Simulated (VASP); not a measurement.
A run of VASP 6.6.1 is set up as follows.

The input INCAR:

```
SYSTEM = Sc
PREC     = Accurate       ! precision mode
ENCUT    = 520            ! plane-wave cutoff, eV
EDIFF    = 1E-6           ! SCF threshold, eV
ISMEAR   = 0              ! smearing method
SIGMA    = 0.1            ! smearing width, eV
LREAL    = .FALSE.        ! projectors in reciprocal space
LASPH    = .TRUE.         ! aspherical terms in the spheres
NELM     = 60             ! most SCF steps
ALGO     = Normal         ! electronic algorithm
ISIF     = 2              ! what is computed and relaxed
LWAVE    = .FALSE.        ! write WAVECAR
LCHARG   = .FALSE.        ! write CHGCAR
GGA      = PE             ! functional
NBANDS   = 12             ! bands
```

KPOINTS

```
Automatic mesh
0
G
  8 8 8
  0 0 0
```

POSCAR

```
Sc
1.0
    0.0000000000      2.2426577340      2.2426577340
    2.2426577340      0.0000000000      2.2426577340
    2.2426577340      2.2426577340      0.0000000000
Sc
1
Direct
    0.0000000000      0.0000000000      0.0000000000
```

Potentials or basis: VASP PAW PBE potentials, release 64 (Sc_sv).

Run with:

```sh
$ cat potpaw_PBE.64/Sc_sv/POTCAR > POTCAR
$ mpirun -np 1 vasp_std > vasp.out
```

(1) Predict the pressure.

## Answers

(1) 5.0 GPa.
